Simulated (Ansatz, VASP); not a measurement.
One calculation of Al2O3, two programs

```
CELL_PARAMETERS angstrom
2.37932 1.37370 4.33180
-2.37932 1.37370 4.33180
0.00000 -2.74740 4.33180
ATOMIC_POSITIONS crystal
Al 0.35191 0.35191 0.35191
Al 0.14809 0.14809 0.14809
Al 0.64809 0.64809 0.64809
Al 0.85191 0.85191 0.85191
O 0.55637 0.94363 0.25000
O 0.25000 0.55637 0.94363
O 0.94363 0.25000 0.55637
O 0.44363 0.05637 0.75000
O 0.75000 0.44363 0.05637
O 0.05637 0.75000 0.44363
```

Alike in both runs: task single point; functional PBE; k mesh 6 × 6 × 6; occupations fermi-dirac, width 0.02 eV; no spin polarisation.

|  | VASP | Ansatz |
| --- | --- | --- |
| version | VASP 6.6.1 | Ansatz 0.2.0 |
| potentials or method | VASP PAW PBE potentials, release 64 (Al, O) | plane waves, PAW |
| plane-wave cutoff (eV) | 520 | 420 |
| valence electrons in the cell | 48 | 48 |

Ansatz gave:

| Property | Result |
| --- | --- |
| gap on the k mesh at the Fermi level (eV) | 6.24 |
| pressure (GPa) | 7.6 |
| traceless stress, the component that is largest in VASP (GPa) | -0.36 |
| rms of the force components (eV/Å) | 0.015 |

What did VASP give for the same quantities?

gap on the k mesh at the Fermi level (eV): 6.24; pressure (GPa): 7.4; traceless stress, the component that is largest in VASP (GPa): -0.39; rms of the force components (eV/Å): 0.015.

Atom by atom the forces differ by 0.001 eV/Å (rms over components).
